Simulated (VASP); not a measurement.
Set up this calculation in VASP 6.6.1, as the native input.

```
Task                   : single point
Functional             : PBE
Potentials or basis    : VASP PAW PBE potentials, release 64 (Mg, O)
Cutoff                 : 520 eV
k mesh                 : 10 × 10 × 10
Occupations            : fermi-dirac, width 0.1 eV
Spin                   : no spin polarisation
Dipole correction      : no
Further INCAR settings : ALGO = Normal; EDIFF = 1e-06; NBANDS = 11
```

The structure of MgO lies in POSCAR:

```
MgO
1.0
    0.0000000000      2.1587094300      2.1587094300
    2.1587094300      0.0000000000      2.1587094300
    2.1587094300      2.1587094300      0.0000000000
Mg O
1 1
Direct
    0.0000000000      0.0000000000      0.0000000000
    0.5000000000      0.5000000000      0.5000000000
```

The input as run:

INCAR

```
ALGO = Normal ; EDIFF = 1E-6
ENCUT = 520 ; GGA = PE
ISIF = 2 ; ISMEAR = -1
LASPH = T ; LCHARG = T
LELF = T ; LREAL = F
LVHAR = T ; LWAVE = F
NBANDS = 11 ; NELM = 80
PREC = Accurate ; SIGMA = 0.1
```

KPOINTS

```
k-points
0
Gamma
  10 10 10
```

Potentials or basis: VASP PAW PBE potentials, release 64 (Mg, O).

Launch:

```bash
$ cat potpaw_PBE.64/Mg/POTCAR potpaw_PBE.64/O/POTCAR > POTCAR
$ mpirun -np 1 vasp_std > vasp.out
```

Results of the run:

```yaml
Pressure: -6.8 GPa
Band_gap_on_the_k_mesh: 4.04 eV, direct
```

It took 19 s on 1 thread of AMD EPYC 7R13, on a shared host, peak memory 0.11 GiB.
